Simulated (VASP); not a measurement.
# CaS (Fm-3m) in VASP: a series of runs

CaS is run at these levels: PBE, LDA, r2SCAN, HSE06; tasks: single point.

Everything below comes from runs of VASP 6.6.1. Logs are shortened: lines on timing, memory, paths and dates and some standing lists are left out, and cuts for length are marked.

## 1. The cell of the first run

Symmetry: Fm-3m, No. 225, cubic system. Conventional cell: a = 5.696 Å, b = 5.696 Å, c = 5.696 Å, α = 90.00°, β = 90.00°, γ = 90.00°. Within 3.8 Å of Ca (site symmetry m-3m) lie 6 S at 2.85 Å. S (site symmetry m-3m) has 6 Ca at 2.85 Å within 3.8 Å.

## 2. Single point, PBE

Contents of INCAR:

```
PREC     = Accurate       # precision mode
ENCUT    = 500            # plane-wave cutoff, eV
EDIFF    = 1E-6           # SCF threshold, eV
ISMEAR   = 0              # smearing method
SIGMA    = 0.01           # smearing width, eV
LREAL    = False          # projectors in reciprocal space
LASPH    = True           # aspherical terms in the spheres
NELM     = 120            # most SCF steps
ALGO     = Normal         # electronic algorithm
ISIF     = 2              # what is computed and relaxed
LWAVE    = False          # write WAVECAR
LCHARG   = False          # write CHGCAR
GGA      = PE             # functional
NBANDS   = 15             # bands
GGA_COMPAT= False
```

Contents of KPOINTS:

```
regular mesh
0
Gamma
  4 4 4
```

Contents of POSCAR:

```
CaS
1.0
    0.0000000000      2.8479451006      2.8479451006
    2.8479451006      0.0000000000      2.8479451006
    2.8479451006      2.8479451006      0.0000000000
Ca S
1 1
Direct
    0.0000000000      0.0000000000      0.0000000000
    0.5000000000      0.5000000000      0.5000000000
```

Potentials or basis: VASP PAW PBE potentials, release 64 (Ca_sv, S).

Launch:

```bash
$ cat potpaw_PBE.64/Ca_sv/POTCAR potpaw_PBE.64/S/POTCAR > POTCAR
$ mpirun -np 1 vasp_std > vasp.out
```

OUTCAR:

```text
PREC = Accurate
   ENCUT = 500
   EDIFF = 1E-6
   ISMEAR = 0
   LREAL = False
   LASPH = True
   NELM = 120
   ISIF = 2
   GGA = PE

 ion  position               nearest neighbor table
   1  0.000  0.000  0.000-   2 2.85   2 2.85   2 2.85   2 2.85   2 2.85   2 2.85
   2  0.500  0.500  0.500-   1 2.85   1 2.85   1 2.85   1 2.85   1 2.85   1 2.85

  LATTYP: Found a face centered cubic cell.
 ALAT       =     5.6958902012

  Lattice vectors:

 A1 = (   0.0000000000,   2.8479451006,   2.8479451006)
 A2 = (   2.8479451006,   0.0000000000,   2.8479451006)
 A3 = (   2.8479451006,   2.8479451006,   0.0000000000)

Analysis of symmetry for initial positions (statically):
=====================================================================
 Subroutine PRICEL returns:
 Original cell was already a primitive cell.

 Routine SETGRP: Setting up the symmetry group for a
 face centered cubic supercell.

 Subroutine GETGRP returns: Found 48 space group operations
 (whereof 48 operations were pure point group operations)
 out of a pool of 48 trial point group operations.

The static configuration has the point symmetry O_h .

Analysis of symmetry for dynamics (positions and initial velocities):
=====================================================================
 Subroutine PRICEL returns:
 Original cell was already a primitive cell.

 Routine SETGRP: Setting up the symmetry group for a
 face centered cubic supercell.

 Subroutine GETGRP returns: Found 48 space group operations
 (whereof 48 operations were pure point group operations)
 out of a pool of 48 trial point group operations.

The dynamic configuration has the point symmetry O_h .

 Subroutine INISYM returns: Found 48 space group operations
 (whereof 48 operations are pure point group operations),
 and found     1 'primitive' translations

----------------------------------------------------------------------------------------

                                     Primitive cell

  volume of cell :      46.1982

  direct lattice vectors                    reciprocal lattice vectors
     0.000000000  2.847945101  2.847945101    -0.175565182  0.175565182  0.175565182
     2.847945101  0.000000000  2.847945101     0.175565182 -0.175565182  0.175565182
     2.847945101  2.847945101  0.000000000     0.175565182  0.175565182 -0.175565182

  length of vectors
     4.027602586  4.027602586  4.027602586     0.304087815  0.304087815  0.304087815

  position of ions in fractional coordinates (direct lattice)
     0.000000000  0.000000000  0.000000000
     0.500000000  0.500000000  0.500000000

  ion indices of the primitive-cell ions
   primitive index   ion index
                 1           1
                 2           2

----------------------------------------------------------------------------------------

 KPOINTS: regular mesh

Automatic generation of k-mesh.
 Grid dimensions read from file:
 generate k-points for:    4    4    4

 Generating k-lattice:

  Cartesian coordinates                     Fractional coordinates (reciprocal lattice)
    -0.043891296  0.043891296  0.043891296     0.250000000  0.000000000  0.000000000
     0.043891296 -0.043891296  0.043891296     0.000000000  0.250000000  0.000000000
     0.043891296  0.043891296 -0.043891296     0.000000000  0.000000000  0.250000000

  Length of vectors
     0.076021954  0.076021954  0.076021954

  Shift w.r.t. Gamma in fractional coordinates (k-lattice)
     0.000000000  0.000000000  0.000000000

 Subroutine IBZKPT returns following result:
 ===========================================

 Found      8 irreducible k-points:

 Following reciprocal coordinates:
            Coordinates               Weight
  0.000000  0.000000  0.000000      1.000000
  0.250000  0.000000  0.000000      8.000000
  0.500000  0.000000  0.000000      4.000000
  0.250000  0.250000  0.000000      6.000000
  0.500000  0.250000  0.000000     24.000000
 -0.250000  0.250000  0.000000     12.000000
  0.500000  0.500000  0.000000      3.000000
 -0.250000  0.500000  0.250000      6.000000
   k-points           NKPTS =      8   k-points in BZ     NKDIM =      8   number of bands    NBANDS=     15
   number of dos      NEDOS =    301   number of ions     NIONS =      2
   total plane-waves  NPLWV =  27000
   dimension x,y,z NGX =    30 NGY =   30 NGZ =   30
   dimension x,y,z NGXF=    60 NGYF=   60 NGZF=   60
   ions per type =               1   1
   NGX,Y,Z   is equivalent  to a cutoff of  12.38, 12.38, 12.38 a.u.
   NGXF,Y,Z  is equivalent  to a cutoff of  24.77, 24.77, 24.77 a.u.
 SYSTEM =  unknown system
   PREC   = accura    normal or accurate (medium, high low for compatibility)
   ISTART =      0    job   : 0-new  1-cont  2-samecut
   ICHARG =      2    charge: 1-file 2-atom 10-const
   ISPIN  =      1    spin polarized calculation?
   LNONCOLLINEAR =      F non collinear calculations
   LSORBIT =      F    spin-orbit coupling
   LASPH  =      T    aspherical Exc in radial PAW
   ENCUT  =  500.0 eV  36.75 Ry    6.06 a.u.   7.34  7.34  7.34*2*pi/ulx,y,z
   NELM   =    120;   NELMIN=  2; NELMDL= -5     # of ELM steps
   EDIFF  = 0.1E-05   stopping-criterion for ELM
   LREAL  =      F    real-space projection
   EDIFFG = 0.1E-04   stopping-criterion for IOM
   NSW    =      0    number of steps for IOM
   IBRION =     -1    ionic relax: 0-MD 1-quasi-New 2-CG
   NFREE  =      0    steps in history (QN), initial steepest desc. (CG)
   ISIF   =      2    stress and relaxation
   ISYM   =      2    0-nonsym 1-usesym 2-fastsym
   POTIM  = 0.5000    time-step for ionic-motion
   TEBEG  =    0.0;   TEEND  =   0.0 temperature during run
   PSTRESS=    0.0 pullay stress
   NELECT =      16.0000    total number of electrons
   NUPDOWN=      -1.0000    fix difference up-down
   EMIN   =  10.00;   EMAX   =-10.00  energy-range for DOS
   EFERMI =   0.00;   METHOD = LEGACY
   ISMEAR =     0;   SIGMA  =   0.01  broadening in eV -4-tet -1-fermi 0-gaus
   EFERMI_NEDOS =   21; number of points for ismear=-14 and -15
   IALGO  =     38    algorithm
   IMIX   =      4    mixing-type and parameters
     AMIX     =   0.40;   BMIX     =  1.00
     AMIX_MAG =   1.60;   BMIX_MAG =  1.00
  volume/ion in A,a.u.               =      23.10       155.88
  Fermi-wavevector in a.u.,A,eV,Ry     =   1.149670  2.172561 17.983381  1.321741
  Thomas-Fermi vector in A             =   2.286338
   LORBIT       =      0    0 simple, 1 ext, 2 COOP (PROOUT), +10 PAW based schemes
   GGA     = PE    functional components
   LHFCALC =     F    Hartree Fock is set to
   AEXX    =    0.0000 exact exchange contribution
   IVDW    =     0    specifies the selected vdW correction
   LEPSILON=     F    determine dielectric tensor
   LRPA    =     F    only Hartree local field effects (RPA)
 non-spin polarized calculation
 Gauss-broadening in eV      SIGMA  =   0.01
  energy-cutoff  :      500.00
  volume of cell :       46.20
 maximum number of plane-waves:      1211
 NGX is ok and might be reduce to    30
   NGX = 15   NGY = 15   NGZ = 15

 number of electron      16.0000004 magnetization

 Free energy of the ion-electron system (eV)
  ---------------------------------------------------
  ext. energy  EPLUGINS =         0.00000000
  ---------------------------------------------------
  free energy    TOTEN  =       -10.35267347 eV

  energy without entropy =      -10.35267347  energy(sigma->0) =      -10.35267347

 E-fermi :   2.7868     XC(G=0):  -9.3102

 val. band max:        2.7346005251   @ k =   0.0000   0.0000   0.0000
 cond. band min:       5.0845519996   @ k =   0.5000   0.5000   0.0000
 fundamental gap:      2.3499514744
 Fermi energy:         2.7867983501

 k-point     1 :       0.0000    0.0000    0.0000
  band No.  band energies     occupation
      1     -36.4782      2.00000
      2     -17.4579      2.00000
      3     -17.4579      2.00000
      4     -17.4579      2.00000
      5      -8.5890      2.00000
      6       2.7346      2.00000
      7       2.7346      2.00000
      8       2.7346      2.00000
      9       6.8752      0.00000
     10       6.8896      0.00000
     11       6.8896      0.00000
     12       6.8896      0.00000
     13       7.4823      0.00000
     14       7.4823      0.00000
     15      13.5941      0.00000

 k-point     2 :       0.2500    0.0000    0.0000
  band No.  band energies     occupation
      1     -36.4725      2.00000
      2     -17.5425      2.00000
      3     -17.4645      2.00000
      4     -17.4645      2.00000
      5      -8.2080      2.00000
      6       0.9103      2.00000
      7       2.0654      2.00000
      8       2.0654      2.00000
      9       7.0118      0.00000
     10       7.6965      0.00000
     11       7.6965      0.00000
     12       8.9049      0.00000
     13       8.9049      0.00000
     14       8.9860      0.00000
     15      13.0872      0.00000

 k-point     3 :       0.5000    0.0000    0.0000
  band No.  band energies     occupation
      1     -36.4669      2.00000
      2     -17.6240      2.00000
      3     -17.4710      2.00000
      4     -17.4710      2.00000
      5      -7.7785      2.00000
      6      -0.3592      2.00000
      7       1.5767      2.00000
      8       1.5767      2.00000
      9       7.9483      0.00000
     10       8.7864      0.00000
     11       8.9191      0.00000
     12       8.9191      0.00000
     13      10.8697      0.00000
     14      10.8697      0.00000
     15      11.5775      0.00000
[... 55 lines left out ...]
 k-point     7 :       0.5000    0.5000    0.0000
  band No.  band energies     occupation
      1     -36.4633      2.00000
      2     -17.5799      2.00000
      3     -17.5064      2.00000
      4     -17.5064      2.00000
      5      -7.9644      2.00000
      6       0.4579      2.00000
      7       1.9279      2.00000
      8       1.9279      2.00000
      9       5.0846      0.00000
     10       8.3265      0.00000
     11       8.7447      0.00000
     12       9.4984      0.00000
     13       9.5090      0.00000
     14       9.5090      0.00000
     15      13.0895      0.00000

 k-point     8 :      -0.2500    0.5000    0.2500
  band No.  band energies     occupation
      1     -36.4633      2.00000
      2     -17.5432      2.00000
      3     -17.5432      2.00000
      4     -17.5164      2.00000
      5      -7.8486      2.00000
      6       0.9532      2.00000
      7       0.9532      2.00000
      8       1.1842      2.00000
      9       7.5525      0.00000
     10       7.5525      0.00000
     11       8.7224      0.00000
     12       9.1501      0.00000
     13       9.5173      0.00000
     14      12.0342      0.00000
     15      12.8203      0.00000

------------------------ aborting loop because EDIFF is reached ----------------------------------------

  FORCE on cell =-STRESS in cart. coord.  units (eV):
  Direction    XX          YY          ZZ          XY          YZ          ZX
  --------------------------------------------------------------------------------------
  -------------------------------------------------------------------------------------
  Total        0.2130911      0.2130911      0.2130911     -0.0000000      0.0000000      0.0000000
  in kB        7.3901122      7.3901122      7.3901122     -0.0000000      0.0000000      0.0000000
  external PRESSURE =       7.3901122 kB  Pullay stress =       0.0000000 kB

 VOLUME and BASIS-vectors are now :
 -----------------------------------------------------------------------------
  energy-cutoff  :      500.00
  volume of cell :       46.20
      direct lattice vectors                 reciprocal lattice vectors
     0.000000000  2.847945101  2.847945101    -0.175565182  0.175565182  0.175565182
     2.847945101  0.000000000  2.847945101     0.175565182 -0.175565182  0.175565182
     2.847945101  2.847945101  0.000000000     0.175565182  0.175565182 -0.175565182

 POSITION                                       TOTAL-FORCE (eV/Angst)
 -----------------------------------------------------------------------------------
      0.00000      0.00000      0.00000        -0.000000      0.000000     -0.000000
      2.84795      2.84795      2.84795         0.000000     -0.000000      0.000000
 -----------------------------------------------------------------------------------
    total drift:                               -0.000000      0.000000      0.000000

  FREE ENERGIE OF THE ION-ELECTRON SYSTEM (eV)
  ---------------------------------------------------
  free  energy   TOTEN  =       -10.3526734692 eV

  energy  without entropy=      -10.3526734692  energy(sigma->0) =      -10.35267347
```

Run time: 4.7 s. Hardware: 1 thread of Intel Xeon Platinum 8559C (Emerald Rapids), shared host; peak memory 0.16 GiB.

Results:

```yaml
Free_energy: -10.3527 eV
Pressure: 0.7 GPa
Band_gap_on_the_k_mesh: 2.35 eV, indirect (least direct gap 3.16 eV)
```

Caveat: the k points lie up to 0.48 Å⁻¹ apart.

## 3. Single point, PBE

Contents of INCAR:

```
SYSTEM = CaS
PREC = Accurate
ENCUT = 500
EDIFF = 1E-6
ISMEAR = 0
SIGMA = 0.01
LREAL = .FALSE.
LASPH = .TRUE.
NELM = 120
ALGO = Normal
ISIF = 2
LWAVE = .FALSE.
LCHARG = .TRUE.
GGA = PE
LELF = .TRUE.
LVHAR = .TRUE.
NBANDS = 15
GGA_COMPAT = .FALSE.
```

Contents of KPOINTS:

```
Automatic mesh
0
G
  4 4 4
  0 0 0
```

POSCAR is that of step 2.

Potentials or basis: VASP PAW PBE potentials, release 64 (Ca_sv, S).

Launch:

```bash
$ cat potpaw_PBE.64/Ca_sv/POTCAR potpaw_PBE.64/S/POTCAR > POTCAR
$ mpirun -np 1 vasp_std > vasp.out
```

OUTCAR:

```text
SYSTEM = CaS
   PREC = Accurate
   ENCUT = 500
   EDIFF = 1E-6
   ISMEAR = 0
   LREAL = .FALSE.
   LASPH = .TRUE.
   NELM = 120
   ISIF = 2
   GGA = PE

 ion  position               nearest neighbor table
   1  0.000  0.000  0.000-   2 2.85   2 2.85   2 2.85   2 2.85   2 2.85   2 2.85
   2  0.500  0.500  0.500-   1 2.85   1 2.85   1 2.85   1 2.85   1 2.85   1 2.85

  LATTYP: Found a face centered cubic cell.
 ALAT       =     5.6958902012

  Lattice vectors:

 A1 = (   0.0000000000,   2.8479451006,   2.8479451006)
 A2 = (   2.8479451006,   0.0000000000,   2.8479451006)
 A3 = (   2.8479451006,   2.8479451006,   0.0000000000)

Analysis of symmetry for initial positions (statically):
=====================================================================
 Subroutine PRICEL returns:
 Original cell was already a primitive cell.

 Routine SETGRP: Setting up the symmetry group for a
 face centered cubic supercell.

 Subroutine GETGRP returns: Found 48 space group operations
 (whereof 48 operations were pure point group operations)
 out of a pool of 48 trial point group operations.

The static configuration has the point symmetry O_h .

Analysis of symmetry for dynamics (positions and initial velocities):
=====================================================================
 Subroutine PRICEL returns:
 Original cell was already a primitive cell.

 Routine SETGRP: Setting up the symmetry group for a
 face centered cubic supercell.

 Subroutine GETGRP returns: Found 48 space group operations
 (whereof 48 operations were pure point group operations)
 out of a pool of 48 trial point group operations.

The dynamic configuration has the point symmetry O_h .

 Subroutine INISYM returns: Found 48 space group operations
 (whereof 48 operations are pure point group operations),
 and found     1 'primitive' translations

----------------------------------------------------------------------------------------

                                     Primitive cell

  volume of cell :      46.1982

  direct lattice vectors                    reciprocal lattice vectors
[... 101 lines left out ...]
 non-spin polarized calculation
 Gauss-broadening in eV      SIGMA  =   0.01
  energy-cutoff  :      500.00
  volume of cell :       46.20
 maximum number of plane-waves:      1211
 NGX is ok and might be reduce to    30
   NGX = 15   NGY = 15   NGZ = 15

 number of electron      16.0000004 magnetization

 Free energy of the ion-electron system (eV)
  ---------------------------------------------------
  ext. energy  EPLUGINS =         0.00000000
  ---------------------------------------------------
  free energy    TOTEN  =       -10.35267347 eV

  energy without entropy =      -10.35267347  energy(sigma->0) =      -10.35267347

 E-fermi :   2.7868     XC(G=0):  -9.3102

 val. band max:        2.7346005251   @ k =   0.0000   0.0000   0.0000
 cond. band min:       5.0845519996   @ k =   0.5000   0.5000   0.0000
 fundamental gap:      2.3499514744
 Fermi energy:         2.7867983501

 k-point     1 :       0.0000    0.0000    0.0000
  band No.  band energies     occupation
      1     -36.4782      2.00000
      2     -17.4579      2.00000
      3     -17.4579      2.00000
      4     -17.4579      2.00000
      5      -8.5890      2.00000
      6       2.7346      2.00000
      7       2.7346      2.00000
      8       2.7346      2.00000
      9       6.8752      0.00000
     10       6.8896      0.00000
     11       6.8896      0.00000
     12       6.8896      0.00000
     13       7.4823      0.00000
     14       7.4823      0.00000
[... 113 lines left out ...]
      2     -17.5432      2.00000
      3     -17.5432      2.00000
      4     -17.5164      2.00000
      5      -7.8486      2.00000
      6       0.9532      2.00000
      7       0.9532      2.00000
      8       1.1842      2.00000
      9       7.5525      0.00000
     10       7.5525      0.00000
     11       8.7224      0.00000
     12       9.1501      0.00000
     13       9.5173      0.00000
     14      12.0342      0.00000
     15      12.8203      0.00000

------------------------ aborting loop because EDIFF is reached ----------------------------------------

  FORCE on cell =-STRESS in cart. coord.  units (eV):
  Direction    XX          YY          ZZ          XY          YZ          ZX
  --------------------------------------------------------------------------------------
  -------------------------------------------------------------------------------------
  Total        0.2130911      0.2130911      0.2130911     -0.0000000      0.0000000      0.0000000
  in kB        7.3901122      7.3901122      7.3901122     -0.0000000      0.0000000      0.0000000
  external PRESSURE =       7.3901122 kB  Pullay stress =       0.0000000 kB

 VOLUME and BASIS-vectors are now :
 -----------------------------------------------------------------------------
  energy-cutoff  :      500.00
  volume of cell :       46.20
      direct lattice vectors                 reciprocal lattice vectors
     0.000000000  2.847945101  2.847945101    -0.175565182  0.175565182  0.175565182
     2.847945101  0.000000000  2.847945101     0.175565182 -0.175565182  0.175565182
     2.847945101  2.847945101  0.000000000     0.175565182  0.175565182 -0.175565182

 POSITION                                       TOTAL-FORCE (eV/Angst)
 -----------------------------------------------------------------------------------
      0.00000      0.00000      0.00000        -0.000000      0.000000     -0.000000
      2.84795      2.84795      2.84795         0.000000     -0.000000      0.000000
 -----------------------------------------------------------------------------------
    total drift:                               -0.000000      0.000000      0.000000

  FREE ENERGIE OF THE ION-ELECTRON SYSTEM (eV)
  ---------------------------------------------------
  free  energy   TOTEN  =       -10.3526734692 eV

  energy  without entropy=      -10.3526734692  energy(sigma->0) =      -10.35267347
```

Run time: 5.2 s. Hardware: 1 thread of Intel Xeon Platinum 8559C (Emerald Rapids), shared host; peak memory 0.16 GiB.

What came out:

* Free energy: -10.3527 eV
* Pressure: 0.7 GPa
* Band gap on the k mesh: 2.35 eV, indirect (least direct gap 3.16 eV)

Caveat: the k points lie up to 0.48 Å⁻¹ apart. A hybrid or GW would open this gap; PBE tends to underestimate it.

(Continued in part 2 of 2.)
